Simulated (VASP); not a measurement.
# Sc2GaS (P-4m2) in VASP: single point with PBE

Aim: the single point of Sc2GaS with PBE.

All numbers are computed with VASP 6.6.1; they aren't measurements. Logs are shortened: lines on timing, memory, paths and dates and some standing lists are left out, and cuts for length are marked.

## 1. The cell of the first run

It takes space group P-4m2 (No. 115, tetragonal). Conventional cell: a = 3.581 Å, b = 3.581 Å, c = 7.700 Å, α = 90.00°, β = 90.00°, γ = 90.00°. Sc (site symmetry 2mm) has 2 S at 2.50 Å and 2 Ga at 2.76 Å within 3.3 Å. Ga (site symmetry -4m2) has 4 Sc at 2.76 Å and 4 Ga at 3.58 Å within 3.6 Å. Within 3.3 Å of S (site symmetry -4m2) lie 4 Sc at 2.50 Å.

## 2. Single point, PBE

Input file POSCAR:

```
Sc2GaS
1.0
    3.5811079741      0.0000000000      0.0000000000
    0.0000000000      3.5811079741      0.0000000000
    0.0000000000      0.0000000000      7.6996623939
Sc Ga S
2 1 1
Direct
    0.5000000000      0.0000000000      0.2270761351
    0.0000000000      0.5000000000      0.7729238649
    0.0000000000      0.0000000000      0.5000000000
    0.5000000000      0.5000000000      0.0000000000
```

Input file INCAR.step1:

```
ALGO     = Normal         # electronic algorithm
EDIFF    = 1E-6           # SCF threshold, eV
ENCUT    = 520            # plane-wave cutoff, eV
GGA      = PE             # functional
ISIF     = 2              # what is computed and relaxed
ISMEAR   = 0              # smearing method
LASPH    = T              # aspherical terms in the spheres
LCHARG   = T              # write CHGCAR
LMAXMIX  = 4              # l up to which the mixer works
LREAL    = F              # projectors in reciprocal space
LWAVE    = F              # write WAVECAR
NBANDS   = 28             # bands
NELM     = 100            # most SCF steps
PREC     = Accurate       # precision mode
SIGMA    = 0.1            # smearing width, eV
```

Input file KPOINTS.step1:

```
k-points
0
Gamma
  12 12 8
```

Input file INCAR.step2:

```
ALGO     = Normal         # electronic algorithm
EDIFF    = 1E-6           # SCF threshold, eV
ENCUT    = 520            # plane-wave cutoff, eV
GGA      = PE             # functional
ICHARG   = 11             # starting density
ISIF     = 2              # what is computed and relaxed
ISMEAR   = -5             # smearing method
LASPH    = T              # aspherical terms in the spheres
LCHARG   = F              # write CHGCAR
LMAXMIX  = 4              # l up to which the mixer works
LORBIT   = 11             # projections on sites
LREAL    = F              # projectors in reciprocal space
LWAVE    = F              # write WAVECAR
NBANDS   = 28             # bands
NEDOS    = 2001           # points of the DOS
NELM     = 100            # most SCF steps
PREC     = Accurate       # precision mode
SIGMA    = 0.1            # smearing width, eV
```

Input file KPOINTS.step2:

```
k-points
0
Gamma
  18 18 12
```

Potentials or basis: VASP PAW PBE potentials, release 64 (Sc_sv, Ga_d, S).

Command:

```bash
$ cat potpaw_PBE.64/Sc_sv/POTCAR potpaw_PBE.64/Ga_d/POTCAR potpaw_PBE.64/S/POTCAR > POTCAR
$ cp INCAR.step1 INCAR
$ cp KPOINTS.step1 KPOINTS
$ mpirun -np 1 vasp_std > vasp.out
$ cp INCAR.step2 INCAR
$ cp KPOINTS.step2 KPOINTS
$ mpirun -np 1 vasp_std > vasp.out
```

OUTCAR:

```text
EDIFF = 1E-6
   ENCUT = 520
   GGA = PE
   ICHARG = 11
   ISIF = 2
   ISMEAR = -5
   LASPH = T
   LORBIT = 11
   LREAL = F
   NELM = 100
   PREC = Accurate

 ion  position               nearest neighbor table
   1  0.500  0.000  0.227-   4 2.50   4 2.50   3 2.76   3 2.76
   2  0.000  0.500  0.773-   4 2.50   4 2.50   3 2.76   3 2.76
   3  0.000  0.000  0.500-   1 2.76   2 2.76   2 2.76   1 2.76
   4  0.500  0.500  0.000-   1 2.50   2 2.50   1 2.50   2 2.50

  LATTYP: Found a simple tetragonal cell.
 ALAT       =     3.5811079741
 C/A-ratio  =     2.1500782578

  Lattice vectors:

 A1 = (   3.5811079741,   0.0000000000,   0.0000000000)
 A2 = (   0.0000000000,   3.5811079741,   0.0000000000)
 A3 = (   0.0000000000,   0.0000000000,   7.6996623939)

Analysis of symmetry for initial positions (statically):
=====================================================================
 Subroutine PRICEL returns:
 Original cell was already a primitive cell.

 Routine SETGRP: Setting up the symmetry group for a
 simple tetragonal supercell.

 Subroutine GETGRP returns: Found  8 space group operations
 (whereof  8 operations were pure point group operations)
 out of a pool of 16 trial point group operations.

The static configuration has the point symmetry D_2d.

Analysis of symmetry for dynamics (positions and initial velocities):
=====================================================================
 Subroutine PRICEL returns:
 Original cell was already a primitive cell.

 Routine SETGRP: Setting up the symmetry group for a
 simple tetragonal supercell.

 Subroutine GETGRP returns: Found  8 space group operations
 (whereof  8 operations were pure point group operations)
 out of a pool of 16 trial point group operations.

The dynamic configuration has the point symmetry D_2d.

 Subroutine INISYM returns: Found  8 space group operations
 (whereof  8 operations are pure point group operations),
 and found     1 'primitive' translations

----------------------------------------------------------------------------------------

                                     Primitive cell

  volume of cell :      98.7430

  direct lattice vectors                    reciprocal lattice vectors
     3.581107974  0.000000000  0.000000000     0.279243186  0.000000000  0.000000000
     0.000000000  3.581107974  0.000000000     0.000000000  0.279243186  0.000000000
     0.000000000  0.000000000  7.699662394     0.000000000  0.000000000  0.129875824

  length of vectors
     3.581107974  3.581107974  7.699662394     0.279243186  0.279243186  0.129875824

  position of ions in fractional coordinates (direct lattice)
     0.500000000  0.000000000  0.227076135
     0.000000000  0.500000000  0.772923865
     0.000000000  0.000000000  0.500000000
     0.500000000  0.500000000  0.000000000

  ion indices of the primitive-cell ions
   primitive index   ion index
                 1           1
                 2           2
                 3           3
                 4           4

----------------------------------------------------------------------------------------

 KPOINTS: k-points

Automatic generation of k-mesh.
 Grid dimensions read from file:
 generate k-points for:   18   18   12

 Generating k-lattice:

  Cartesian coordinates                     Fractional coordinates (reciprocal lattice)
     0.015513510  0.000000000  0.000000000     0.055555556  0.000000000  0.000000000
     0.000000000  0.015513510  0.000000000     0.000000000  0.055555556  0.000000000
     0.000000000  0.000000000  0.010822985     0.000000000  0.000000000  0.083333333

  Length of vectors
     0.015513510  0.015513510  0.010822985

  Shift w.r.t. Gamma in fractional coordinates (k-lattice)
     0.000000000  0.000000000  0.000000000

 TETIRR: Found   5832 inequivalent tetrahedra from    23328

 Subroutine IBZKPT returns following result:
 ===========================================

 Found    385 irreducible k-points:

 Following reciprocal coordinates:
            Coordinates               Weight
  0.000000  0.000000  0.000000      1.000000
  0.055556  0.000000  0.000000      4.000000
  0.111111  0.000000  0.000000      4.000000
  0.166667  0.000000  0.000000      4.000000
  0.222222  0.000000  0.000000      4.000000
  0.277778  0.000000  0.000000      4.000000
[... 16 lines left out ...]
  0.277778  0.111111  0.000000      8.000000
  0.333333  0.111111  0.000000      8.000000
 [... further k-points ...]
   k-points           NKPTS =    385   k-points in BZ     NKDIM =    385   number of bands    NBANDS=     28
   number of dos      NEDOS =   2001   number of ions     NIONS =      4
   total plane-waves  NPLWV =  47040
   dimension x,y,z NGX =    28 NGY =   28 NGZ =   60
   dimension x,y,z NGXF=    56 NGYF=   56 NGZF=  120
   ions per type =               2   1   1
   NGX,Y,Z   is equivalent  to a cutoff of  13.00, 13.00, 12.95 a.u.
   NGXF,Y,Z  is equivalent  to a cutoff of  26.00, 26.00, 25.91 a.u.
 SYSTEM =  unknown system
   PREC   = accura    normal or accurate (medium, high low for compatibility)
   ISTART =      0    job   : 0-new  1-cont  2-samecut
   ICHARG =     11    charge: 1-file 2-atom 10-const
   ISPIN  =      1    spin polarized calculation?
   LNONCOLLINEAR =      F non collinear calculations
   LSORBIT =      F    spin-orbit coupling
   LASPH  =      T    aspherical Exc in radial PAW
   ENCUT  =  520.0 eV  38.22 Ry    6.18 a.u.   6.66  6.66 14.32*2*pi/ulx,y,z
   NELM   =    100;   NELMIN=  2; NELMDL=  0     # of ELM steps
   EDIFF  = 0.1E-05   stopping-criterion for ELM
   LREAL  =      F    real-space projection
   EDIFFG = 0.1E-04   stopping-criterion for IOM
   NSW    =      0    number of steps for IOM
   IBRION =     -1    ionic relax: 0-MD 1-quasi-New 2-CG
   NFREE  =      0    steps in history (QN), initial steepest desc. (CG)
   ISIF   =      2    stress and relaxation
   ISYM   =      2    0-nonsym 1-usesym 2-fastsym
   POTIM  = 0.5000    time-step for ionic-motion
   TEBEG  =    0.0;   TEEND  =   0.0 temperature during run
   PSTRESS=    0.0 pullay stress
   NELECT =      41.0000    total number of electrons
   NUPDOWN=      -1.0000    fix difference up-down
   EMIN   =  10.00;   EMAX   =-10.00  energy-range for DOS
   EFERMI =   0.00;   METHOD = LEGACY
   ISMEAR =    -5;   SIGMA  =   0.10  broadening in eV -4-tet -1-fermi 0-gaus
   EFERMI_NEDOS =   21; number of points for ismear=-14 and -15
   IALGO  =     38    algorithm
   IMIX   =      4    mixing-type and parameters
     AMIX     =   0.40;   BMIX     =  1.00
     AMIX_MAG =   1.60;   BMIX_MAG =  1.00
  volume/ion in A,a.u.               =      24.69       166.59
  Fermi-wavevector in a.u.,A,eV,Ry     =   1.221333  2.307984 20.295175  1.491653
  Thomas-Fermi vector in A             =   2.356519
   LORBIT       =     11    0 simple, 1 ext, 2 COOP (PROOUT), +10 PAW based schemes
   GGA     = PE    functional components
   LHFCALC =     F    Hartree Fock is set to
   AEXX    =    0.0000 exact exchange contribution
   IVDW    =     0    specifies the selected vdW correction
   LEPSILON=     F    determine dielectric tensor
   LRPA    =     F    only Hartree local field effects (RPA)
 non-spin polarized calculation
 Fermi weights with tetrahedron method with Bloechl corrections
  energy-cutoff  :      520.00
  volume of cell :       98.74
 maximum number of plane-waves:      2684
 NGX is ok and might be reduce to    28

 number of electron      41.0000003 magnetization

 Free energy of the ion-electron system (eV)
  ---------------------------------------------------
  ext. energy  EPLUGINS =         0.00000000
  ---------------------------------------------------
  free energy    TOTEN  =       -22.02399551 eV

  energy without entropy =      -22.02399551  energy(sigma->0) =      -22.02399551

 E-fermi :   4.0261     XC(G=0):  -9.3772

 val. band max:        4.0383798091   @ k =   0.1667   0.1667   0.3333
 cond. band min:       4.0186247872   @ k =   0.2222   0.2222   0.0000
 fundamental gap:     -0.0197550220
 Fermi energy:         4.0261010042

 k-point     1 :       0.0000    0.0000    0.0000
  band No.  band energies     occupation
      1     -46.2482      2.00000
      2     -46.2467      2.00000
      3     -24.9267      2.00000
      4     -24.8907      2.00000
      5     -24.8865      2.00000
      6     -24.8865      2.00000
[... 20 lines left out ...]
     27       6.0449      0.00000
     28       6.1284      0.00000

 k-point     2 :       0.0556    0.0000    0.0000
  band No.  band energies     occupation
      1     -46.2480      2.00000
      2     -46.2465      2.00000
      3     -24.9263      2.00000
      4     -24.8907      2.00000
      5     -24.8892      2.00000
      6     -24.8863      2.00000
[... 20 lines left out ...]
     27       6.0168      0.00000
     28       6.2340      0.00000

 k-point     3 :       0.1111    0.0000    0.0000
  band No.  band energies     occupation
      1     -46.2474      2.00000
      2     -46.2460      2.00000
      3     -24.9255      2.00000
      4     -24.8972      2.00000
      5     -24.8901      2.00000
      6     -24.8857      2.00000
[... 20 lines left out ...]
     27       5.9232      0.00000
     28       6.3472      0.00000

 k-point     4 :       0.1667    0.0000    0.0000
  band No.  band energies     occupation
      1     -46.2465      2.00000
      2     -46.2452      2.00000
      3     -24.9263      2.00000
      4     -24.9068      2.00000
      5     -24.8897      2.00000
      6     -24.8848      2.00000
[... 20 lines left out ...]
     27       5.7969      0.00000
     28       6.4343      0.00000

 k-point     5 :       0.2222    0.0000    0.0000
  band No.  band energies     occupation
      1     -46.2454      2.00000
      2     -46.2443      2.00000
      3     -24.9351      2.00000
      4     -24.9108      2.00000
      5     -24.8893      2.00000
      6     -24.8837      2.00000
[... 20 lines left out ...]
     27       5.6566      0.00000
     28       6.4779      0.00000

 k-point     6 :       0.2778    0.0000    0.0000
  band No.  band energies     occupation
      1     -46.2442      2.00000
      2     -46.2432      2.00000
      3     -24.9503      2.00000
      4     -24.9089      2.00000
      5     -24.8894      2.00000
      6     -24.8825      2.00000
[... 463 lines left out ...]
      5     -24.8954      2.00000
      6     -24.8890      2.00000
[... 20 lines left out ...]
     27       5.9037      0.00000
     28       6.1253      0.00000

 k-point    22 :       0.2222    0.1111    0.0000
  band No.  band energies     occupation
      1     -46.2446      2.00000
      2     -46.2436      2.00000
      3     -24.9341      2.00000
      4     -24.9100      2.00000
      5     -24.8942      2.00000
      6     -24.8885      2.00000
[... 20 lines left out ...]
     27       5.8347      0.00000
     28       6.2053      0.00000

 k-point    23 :       0.2778    0.1111    0.0000
  band No.  band energies     occupation
      1     -46.2435      2.00000
      2     -46.2425      2.00000
      3     -24.9493      2.00000
      4     -24.9083      2.00000
      5     -24.8930      2.00000
      6     -24.8884      2.00000
[... 20 lines left out ...]
     27       5.8100      0.00000
     28       6.2691      0.00000

 k-point    24 :       0.3333    0.1111    0.0000
  band No.  band energies     occupation
      1     -46.2424      2.00000
      2     -46.2415      2.00000
      3     -24.9648      2.00000
      4     -24.9052      2.00000
      5     -24.8921      2.00000
      6     -24.8901      2.00000
[... 20 lines left out ...]
     27       5.8050      0.00000
     28       6.3323      0.00000

 [... further k-points ...]

------------------------ aborting loop because EDIFF is reached ----------------------------------------

  FORCE on cell =-STRESS in cart. coord.  units (eV):
  Direction    XX          YY          ZZ          XY          YZ          ZX
  --------------------------------------------------------------------------------------
  -------------------------------------------------------------------------------------
  Total        0.0664321      0.0664321      0.1384800      0.0000000      0.0000000     -0.0000000
  in kB        1.0779090      1.0779090      2.2469382      0.0000000      0.0000000     -0.0000000
  external PRESSURE =       1.4675854 kB  Pullay stress =       0.0000000 kB

 VOLUME and BASIS-vectors are now :
 -----------------------------------------------------------------------------
  energy-cutoff  :      520.00
  volume of cell :       98.74
      direct lattice vectors                 reciprocal lattice vectors
     3.581107974  0.000000000  0.000000000     0.279243186  0.000000000  0.000000000
     0.000000000  3.581107974  0.000000000     0.000000000  0.279243186  0.000000000
     0.000000000  0.000000000  7.699662394     0.000000000  0.000000000  0.129875824

 POSITION                                       TOTAL-FORCE (eV/Angst)
 -----------------------------------------------------------------------------------
      1.79055      0.00000      1.74841         0.000000      0.000000      0.029592
      0.00000      1.79055      5.95125         0.000000     -0.000000     -0.029592
      0.00000      0.00000      3.84983        -0.000000      0.000000      0.000000
      1.79055      1.79055      0.00000         0.000000      0.000000      0.000000
 -----------------------------------------------------------------------------------
    total drift:                               -0.000000      0.000000      0.000000

  FREE ENERGIE OF THE ION-ELECTRON SYSTEM (eV)
  ---------------------------------------------------
  free  energy   TOTEN  =       -22.0239955124 eV

  energy  without entropy=      -22.0239955124  energy(sigma->0) =      -22.02399551

 total charge

# of ion       s       p       d       tot
------------------------------------------
    1        2.212   6.108   1.070   9.390
    2        2.212   6.108   1.070   9.390
    3        1.017   0.705   9.914  11.636
    4        1.327   2.488   0.000   3.815
--------------------------------------------------
tot          6.767  15.411  12.053  34.231
```

It took 23 min on 1 thread of Intel Xeon 8259CL, shared host; peak memory 1 GiB.

What came out:

```yaml
Valence_electrons_inside_the_program's_atomic_spheres: Sc 9.39; Ga 11.64; S 3.81
```
